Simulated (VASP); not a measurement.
RbCl, 2 atoms in the cell. The structure is cubic, space group Fm-3m (No. 225). Conventional cell: a = 6.612 Å, b = 6.612 Å, c = 6.612 Å, α = 90.00°, β = 90.00°, γ = 90.00°. Rb (site symmetry m-3m) has 6 Cl at 3.31 Å within 4.3 Å. Cl (site symmetry m-3m) has 6 Rb at 3.31 Å within 4.3 Å. 

* Program: VASP 6.6.1
* Task: single point
* Functional: PBE
* Potentials or basis: VASP PAW PBE potentials, release 64 (Rb_sv, Cl)
* Cutoff: 500 eV
* k mesh: 6 × 6 × 6
* Occupations: gaussian, width 0.01 eV
* Spin: no spin polarisation
* Dipole correction: no
* Further INCAR settings: ALGO = Normal; EDIFF = 1e-06; NBANDS = 15

Potentials or basis: VASP PAW PBE potentials, release 64 (Rb_sv, Cl).

The run is started by

```sh
$ cat potpaw_PBE.64/Rb_sv/POTCAR potpaw_PBE.64/Cl/POTCAR > POTCAR
$ mpirun -np 1 vasp_std > vasp.out
```

Hardware: 1 thread of Intel(R) Xeon(R) Platinum 8375C CPU @ 2.90GHz (Ice Lake), on a shared host.

Question: Estimate the wall time of this run.

Answer: Wall time 15 s on 1 thread of Intel(R) Xeon(R) Platinum 8375C CPU @ 2.90GHz (Ice Lake), on a shared host, peak memory 0.2 GiB. Counts: scf iterations 13, k points 16.
